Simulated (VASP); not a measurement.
Wanted: the native input for a VASP 6.6.1 run.

| Property | Result |
| --- | --- |
| Task | single point |
| Functional | r2SCAN |
| Dispersion | D3(BJ) |
| Potentials or basis | VASP PAW PBE potentials, release 64 (C, Cl, H) |
| Cutoff | 520 eV |
| k mesh | 1 × 1 × 1 |
| Occupations | fermi-dirac, width 0.02 eV |
| Spin | no spin polarisation |
| Dipole correction | no |
| Further INCAR settings | LREAL = Auto; ALGO = Normal; EDIFF = 1e-06; NBANDS = 63 |

H3CCl:

```
C Cl H
1.0
     8.20313    0.00000    0.00000
     0.00000    8.20313    0.00000
     0.00000    0.00000    8.20313
C Cl H
6 6 18
Direct
  0.54957 0.24377 0.94446
  0.99497 0.55854 0.25760
  0.44226 0.73506 0.63537
  0.66191 0.96105 0.27557
  0.04497 0.17028 0.26931
  0.03664 0.80639 0.91604
  0.45711 0.35278 0.78226
  0.99280 0.55573 0.48105
  0.57093 0.77061 0.80277
  0.69917 0.09151 0.43728
  0.10681 0.97641 0.33964
  0.20894 0.94965 0.92978
  0.62238 0.14079 0.90135
  0.61088 0.34270 0.03134
  0.43760 0.19427 0.00131
  0.98328 0.69064 0.22858
  0.09001 0.48925 0.22626
  0.86703 0.52196 0.22953
  0.49897 0.81003 0.54432
  0.43566 0.61280 0.57449
  0.31366 0.75763 0.66375
  0.53660 0.91414 0.27409
  0.69681 0.01214 0.15900
  0.73022 0.86082 0.32718
  0.00101 0.26502 0.35011
  0.17402 0.20370 0.21667
  0.95608 0.14231 0.16260
  0.99170 0.83082 0.79716
  0.08404 0.68348 0.93338
  0.92784 0.83678 0.98237
```

The input as run:

POSCAR

```
H3CCl
1.0
    8.2031320000      0.0000000000      0.0000000000
    0.0000000000      8.2031320000      0.0000000000
    0.0000000000      0.0000000000      8.2031320000
C Cl H
6 6 18
Direct
    0.5495705787      0.2437727444      0.9444563369
    0.9949736271      0.5585427615      0.2575967326
    0.4422579083      0.7350607061      0.6353670769
    0.6619057209      0.9610475609      0.2755654791
    0.0449706283      0.1702764261      0.2693117702
    0.0366445402      0.8063871214      0.9160403612
    0.4571058957      0.3527798894      0.7822621896
    0.9928037242      0.5557267639      0.4810479705
    0.5709282747      0.7706081043      0.8027665531
    0.6991719748      1.0915099257      0.4372841983
    0.1068128612     -0.0235885513      0.3396385673
    0.2089445836      0.9496494753      0.9297790161
    0.6223842308      0.1407876894      0.9013508499
    0.6108764311      0.3426983742      1.0313377866
    0.4376011504      0.1942672628      1.0013126694
    0.9832829705      0.6906386488      0.2285834240
    1.0900104984      0.4892521539      0.2262550450
    0.8670346887      0.5219591736      0.2295342803
    0.4989679552      0.8100320707      0.5443164879
    0.4356628663      0.6128025247      0.5744878907
    0.3136606847      0.7576252583      0.6637464812
    0.5365999231      0.9141386485      0.2740904328
    0.6968070244      1.0121378030      0.1590002453
    0.7302210912      0.8608175511      0.3271799113
    0.0010118087      0.2650207262      0.3501101774
    0.1740188991      0.2037026833      0.2166733389
   -0.0439222482      0.1423114976      0.1625964327
   -0.0083017072      0.8308168148      0.7971589388
    0.0840410711      0.6834828453      0.9333752035
   -0.0721553670      0.8367779526      0.9823686855
```

INCAR.step1

```
SYSTEM = H3CCl
PREC = Accurate
ENCUT = 520
ISMEAR = -1
SIGMA = 0.02
LREAL = Auto
LASPH = .TRUE.
NELM = 100
NBANDS = 63
GGA = PE
ALGO = Normal
EDIFF = 1E-4
LWAVE = .TRUE.
LCHARG = .FALSE.
```

INCAR.step2

```
SYSTEM = H3CCl
PREC = Accurate
ENCUT = 520
EDIFF = 1E-6
ISMEAR = -1
SIGMA = 0.02
LREAL = Auto
LASPH = .TRUE.
NELM = 100
ALGO = Normal
ISIF = 2
LWAVE = .FALSE.
LCHARG = .FALSE.
METAGGA = R2SCAN
LMIXTAU = .TRUE.
IVDW = 12
VDW_S6 = 1.0
VDW_S8 = 0.78981345
VDW_A1 = 0.49484001
VDW_A2 = 5.73083694
NBANDS = 63
ISTART = 1
```

KPOINTS

```
regular mesh
0
G
  1 1 1
  0 0 0
```

Potentials or basis: VASP PAW PBE potentials, release 64 (C, Cl, H).

Run with:

```console
$ cat potpaw_PBE.64/C/POTCAR potpaw_PBE.64/Cl/POTCAR potpaw_PBE.64/H/POTCAR > POTCAR
$ cp INCAR.step1 INCAR
$ mpirun -np 1 vasp_gam > vasp.out
$ cp INCAR.step2 INCAR
$ mpirun -np 1 vasp_gam > vasp.out
```

Results of the run:

| Property | Result |
| --- | --- |
| Pressure | -0.4 GPa |
| Largest force | 6.628 eV/Å |
| Dispersion energy per atom | -0.022 eV |

Caveat: the k points lie up to 0.77 Å⁻¹ apart; the PAW data sets were made with another functional, which shifts forces and pressure a little.

Run time: 3 min on 1 thread of Intel(R) Xeon(R) Platinum 8488C (Sapphire Rapids), with other jobs on the host, peak memory 0.61 GiB.
